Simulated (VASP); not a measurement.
SiMo2: single point with PBE

The system is SiMo2.

```
Si Mo
1.0
    -1.86177    1.86177    6.47333
     1.86177   -1.86177    6.47333
     1.86177    1.86177   -6.47333
Si Mo
2 4
Direct
  0.00000 0.00000 0.00000
  0.75000 0.25000 0.50000
  0.41650 0.41650 0.00000
  0.16650 0.66650 0.50000
  0.33350 0.83350 0.50000
  0.58350 0.58350 0.00000
```

```
Program                : VASP 6.6.1
Task                   : single point
Functional             : PBE
Potentials or basis    : VASP PAW PBE potentials, release 64 (Si, Mo_sv)
Cutoff                 : 520 eV
k mesh                 : 6 × 6 × 6
Occupations            : gaussian, width 0.1 eV
Spin                   : no spin polarisation
Dipole correction      : no
Further INCAR settings : ALGO = Fast; EDIFF = 1e-07; NBANDS = 41
```

* Pressure: 51.3 GPa
* Largest force: 0.554 eV/Å
* Band gap on the k mesh: zero (bands 32 and 33 overlap by 1.25 eV)

Forces in eV/Å, atoms in the order of the input:
```
Si   0.000  0.000  0.000
Si   0.000  0.000  0.000
Mo   0.000  0.000  0.554
Mo   0.000  0.000  0.554
Mo   0.000  0.000 -0.554
Mo   0.000  0.000 -0.554
```

Stress tensor (GPa, compression positive):
```
39.19  0.00  0.00
 0.00 39.19  0.00
 0.00  0.00 75.47
```

Levels at points of the mesh, in eV from the Fermi level:
| k point | band 30 | band 31 | band 32 | band 33 | band 34 | band 35 |
| --- | --- | --- | --- | --- | --- | --- |
| (0.00, 0.00, 0.00) | -0.38 | -0.38 | -0.20 | -0.20 | -0.04 | 0.63 |
| (0.50, 0.00, 0.00) | -1.45 | -0.90 | -0.65 | -0.64 | 0.60 | 1.17 |
| (0.50, 0.50, 0.00) | -1.54 | 0.60 | 0.60 | 1.19 | 1.19 | 1.50 |
| (0.50, 0.50, 0.50) | -0.50 | -0.36 | -0.36 | 0.27 | 0.27 | 1.01 |

Wall time 6.9 min on 1 thread of Intel(R) Xeon(R) Platinum 8259CL CPU @ 2.50GHz (Skylake/Cascade Lake), on a shared host, peak memory 0.42 GiB.

Caveat: the cell stands under pressure.
